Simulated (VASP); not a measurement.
Here is a VASP 6.6.1 calculation.

The input INCAR:

```
SYSTEM = Au
  PREC = Accurate
  ENCUT = 520
  EDIFF = 1E-6
  ISMEAR = -1
  SIGMA = 0.06122561905347299
  LREAL = .FALSE.
  LASPH = .TRUE.
  NELM = 100
  ALGO = Normal
  ISIF = 2
  LWAVE = .FALSE.
  LCHARG = .FALSE.
  GGA = PE
  NBANDS = 12
```

Contents of KPOINTS:

```
Automatic mesh
0
G
  45 45 45
  0 0 0
```

The input POSCAR:

```
Au
1.0
    0.0000000000      2.0786717084      2.0786717084
    2.0786717084      0.0000000000      2.0786717084
    2.0786717084      2.0786717084      0.0000000000
Au
1
Direct
    0.0000000000      0.0000000000      0.0000000000
```

Potentials or basis: VASP PAW PBE potentials, release 64 (Au).

The run is started by

```sh
$ cat potpaw_PBE.64/Au/POTCAR > POTCAR
$ mpirun -np 1 vasp_std > vasp.out
```

Problem. What does it give for the band gap on the k mesh?

Solution. Zero (an odd number of electrons rules out a gap without spin polarisation).

Problem. What does it give for the pressure?

Solution. -0.2 GPa.

Caveat: spin-orbit coupling is left out, which moves the levels of the heavy elements.
